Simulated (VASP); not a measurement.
Input of a VASP 6.6.1 run:

Contents of INCAR:

```
SYSTEM = FeSi2
PREC = Accurate ; ENCUT = 520
EDIFF = 1E-7 ; ISMEAR = 0
SIGMA = 0.1 ; LREAL = .FALSE.
LASPH = .TRUE. ; NELM = 60
ALGO = Normal ; ISIF = 2
LWAVE = .FALSE. ; LCHARG = .FALSE.
GGA = PS ; NBANDS = 15
```

KPOINTS

```
Automatic mesh
0
G
  16 16 8
  0 0 0
```

File POSCAR:

```
FeSi2
1.0
    2.6762287513      0.0000000000      0.0000000000
    0.0000000000      2.6762287513      0.0000000000
    0.0000000000      0.0000000000      5.1062990675
Fe Si
1 2
Direct
    0.0000000000      0.0000000000      0.0000000000
    0.5000000000      0.5000000000      0.2719332026
    0.5000000000      0.5000000000      0.7280667974
```

Potentials or basis: VASP PAW PBE potentials, release 64 (Fe, Si).

The run is started by

```console
$ cat potpaw_PBE.64/Fe/POTCAR potpaw_PBE.64/Si/POTCAR > POTCAR
$ mpirun -np 1 vasp_std > vasp.out
```

(1) Predict the band gap on the k mesh.

(2) Predict the pressure.

Results:

(1) zero (band 8 reaches 10.23 eV, above the bottom of band 9 at 9.85 eV).

(2) 0.4 GPa.

Caveat: the PAW data sets were made with another functional, which shifts forces and pressure a little.
